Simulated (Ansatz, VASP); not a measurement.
## Au: VASP beside Ansatz

```
Au
1.0
     2.84130    0.00000    0.00000
    -1.42065    2.46064    0.00000
     0.00000    0.00000    4.78123
Au
2
Cartesian
  0.0000 1.6404 3.5859
  1.4207 0.8202 1.1953
```

Change from the starting cell: volume scaled by 0.9405, PAW files.

Alike in both runs: task electric field gradients; functional PBE; k mesh 14 × 14 × 8; occupations fermi-dirac, width 0.03 eV; no spin polarisation.

|  | VASP | Ansatz |
| --- | --- | --- |
| version | VASP 6.6.1 | Ansatz 0.2.0 |
| potentials or method | VASP PAW PBE potentials, release 64 (Au_sv_GW) | PAW with Ansatz's default frozen-core files, scalar-relativistic |
| plane-wave cutoff (eV) | 400 | 420 |
| valence electrons in the cell | 38 | 38 |

Ansatz gave:

| Item | Value |
| --- | --- |
| size of Vzz on the site where it differs most (V/Å²) | 17.4 |

Which values does VASP return?

Size of Vzz on the site where it differs most (V/Å²): 22.8.

The functional is the same, so the differences come from potentials, cutoffs and numerics.

Neither program's run includes spin-orbit coupling.
